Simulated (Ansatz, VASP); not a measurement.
Two plane-wave programs on Y

```
Y
1.0
    -2.02109    2.02109    2.02109
     2.02109   -2.02109    2.02109
     2.02109    2.02109   -2.02109
Y
1
Cartesian
  0.0000 0.0000 0.0000
```

Alike in both runs: functional PBE; k mesh 8 × 8 × 8; occupations gaussian, width 0.1 eV; no spin polarisation.

Ansatz relaxed the structure, and its values are those at the end. VASP's run is a single point on that final structure, the one shown.

|  | VASP | Ansatz |
| --- | --- | --- |
| version | VASP 6.6.1 | Ansatz 0.2.0 |
| potentials or method | VASP PAW PBE potentials, release 64 (Y_sv), cutoff 500 eV | scalar-relativistic, plane waves, PAW |
| valence electrons in the cell | 11 | 11 |

```tsv
	VASP	Ansatz	Ansatz less VASP
gap on the k mesh at the Fermi level (eV)	none	none	-
pressure (GPa)	-0.1	0.0	+0.10
```

A gap of «none» marks a metal or a gap that the smearing closes.
